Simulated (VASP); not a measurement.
Write the native input for VASP 6.6.1 that does the following.

- Task: single point
- Functional: r2SCAN
- Potentials or basis: VASP PAW PBE potentials, release 64 (Al, Ni)
- Cutoff: 520 eV
- k mesh: 8 × 8 × 10
- Occupations: gaussian, width 0.15 eV
- Spin: no spin polarisation
- Dipole correction: no
- Further INCAR settings: ALGO = Normal; EDIFF = 1e-06; NBANDS = 40

Crystal: Al3Ni5.

```xyz
8
Lattice="3.2911 -3.4743 0.0000 3.2911 3.4743 0.0000 0.0000 0.0000 3.7283" Properties=species:S:1:pos:R:3 pbc="T T T"
Al    3.2911    0.0000    0.0000
Al    3.2911   -1.9406    1.8642
Al    3.2911    1.9406    1.8642
Ni    0.0000    0.0000    0.0000
Ni    1.6456    1.7372    0.0000
Ni    1.6456   -1.7372    0.0000
Ni    1.8197    0.0000    1.8642
Ni    4.7625    0.0000    1.8642
```

This cell differs from its parent crystal: strain -0.0600 x Voigt [0, 1, 0, 0, 0, 0].

The input as run:

POSCAR

```
Al3Ni5
1.0
    3.2911157551     -3.4743455752      0.0000000000
    3.2911157551      3.4743455752      0.0000000000
    0.0000000000      0.0000000000      3.7283121877
Al Ni
3 5
Direct
    0.5000000000      0.5000000000      0.0000000000
    0.7792699052      0.2207300948      0.5000000000
    0.2207300948      0.7792699052      0.5000000000
    0.0000000000      0.0000000000      0.0000000000
    0.0000000000      0.5000000000      0.0000000000
    0.5000000000      0.0000000000      0.0000000000
    0.2764619634      0.2764619634      0.5000000000
    0.7235380366      0.7235380366      0.5000000000
```

INCAR.step1

```
SYSTEM = Al3Ni5
PREC = Accurate ; ENCUT = 520
ISMEAR = 0 ; SIGMA = 0.15
LREAL = .False. ; LASPH = .True.
NELM = 100 ; NBANDS = 40
GGA = PE ; ALGO = Normal
EDIFF = 1E-4 ; LWAVE = .True.
LCHARG = .False.
```

INCAR.step2

```
SYSTEM = Al3Ni5
PREC = Accurate ; ENCUT = 520
EDIFF = 1E-6 ; ISMEAR = 0
SIGMA = 0.15 ; LREAL = .False.
LASPH = .True. ; NELM = 100
ALGO = Normal ; ISIF = 2
LWAVE = .False. ; LCHARG = .False.
METAGGA = R2SCAN ; LMIXTAU = .True.
NBANDS = 40 ; ISTART = 1
```

KPOINTS

```
Automatic mesh
0
Gamma
  8 8 10
  0 0 0
```

Potentials or basis: VASP PAW PBE potentials, release 64 (Al, Ni).

The run is started by

```bash
$ cat potpaw_PBE.64/Al/POTCAR potpaw_PBE.64/Ni/POTCAR > POTCAR
$ cp INCAR.step1 INCAR
$ mpirun -np 1 vasp_std > vasp.out
$ cp INCAR.step2 INCAR
$ mpirun -np 1 vasp_std > vasp.out
```

Results of the run:

```yaml
Pressure: 13.6 GPa
Largest_force: 0.124 eV/Å
Band_gap_on_the_k_mesh: zero (an odd number of electrons rules out a gap without spin polarisation)
```

Caveat: the cell differs from its parent crystal (strain -0.0600 x Voigt [0, 1, 0, 0, 0, 0]); the stress differs along the axes, from 9 to 19 GPa; the PAW data sets were made with another functional, which shifts forces and pressure a little.

Run time: 27 min on 1 thread of Intel(R) Xeon(R) Platinum 8175M CPU @ 2.50GHz (Skylake/Cascade Lake), on a shared host, peak memory 0.42 GiB.
